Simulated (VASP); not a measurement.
Set up this calculation in VASP 6.6.1, as the native input.

| Item | Value |
| --- | --- |
| Task | single point |
| Functional | LDA |
| Potentials or basis | VASP PAW LDA potentials, release 64 (Ca_sv, Y_sv) |
| Cutoff | 520 eV |
| k mesh | 3 × 3 × 3 |
| Occupations | fermi-dirac, width 0.05 eV |
| Spin | no spin polarisation |
| Dipole correction | no |
| Further INCAR settings | ALGO = Normal; EDIFF = 1e-06; NBANDS = 28 |

The structure of Ca3Y lies in POSCAR:

```
Ca3Y
1.0
    0.0000000000      4.2455650000      4.2455650000
    4.2455650000      0.0000000000      4.2455650000
    4.2455650000      4.2455650000      0.0000000000
Ca Y
3 1
Direct
    0.2500000000      0.2500000000      0.2500000000
    0.7500000000      0.7500000000      0.7500000000
    0.5000000000      0.5000000000      0.5000000000
    0.0000000000      0.0000000000      0.0000000000
```

The input as run:

INCAR

```
PREC     = Accurate       # precision mode
ENCUT    = 520            # plane-wave cutoff, eV
EDIFF    = 1E-6           # SCF threshold, eV
ISMEAR   = -1             # smearing method
SIGMA    = 0.05           # smearing width, eV
LREAL    = F              # projectors in reciprocal space
LASPH    = T              # aspherical terms in the spheres
NELM     = 80             # most SCF steps
ALGO     = Normal         # electronic algorithm
ISIF     = 2              # what is computed and relaxed
LWAVE    = F              # write WAVECAR
LCHARG   = F              # write CHGCAR
NBANDS   = 28             # bands
```

KPOINTS

```
regular mesh
0
Gamma
  3 3 3
```

Potentials or basis: VASP PAW LDA potentials, release 64 (Ca_sv, Y_sv).

The run is started by

```sh
$ cat potpaw_LDA.64/Ca_sv/POTCAR potpaw_LDA.64/Y_sv/POTCAR > POTCAR
$ mpirun -np 1 vasp_std > vasp.out
```

Results of the run:

| Quantity | Value |
| --- | --- |
| Pressure | -2.2 GPa |
| Band gap on the k mesh | zero (an odd number of electrons rules out a gap without spin polarisation) |

Caveat: the k points lie up to 0.43 Å⁻¹ apart, too coarse for converged energies and pressures of a metal.

Wall time 26 s on 1 thread of Intel(R) Xeon(R) Platinum 8259CL CPU @ 2.50GHz (Skylake/Cascade Lake), with other jobs on the host, peak memory 0.25 GiB.
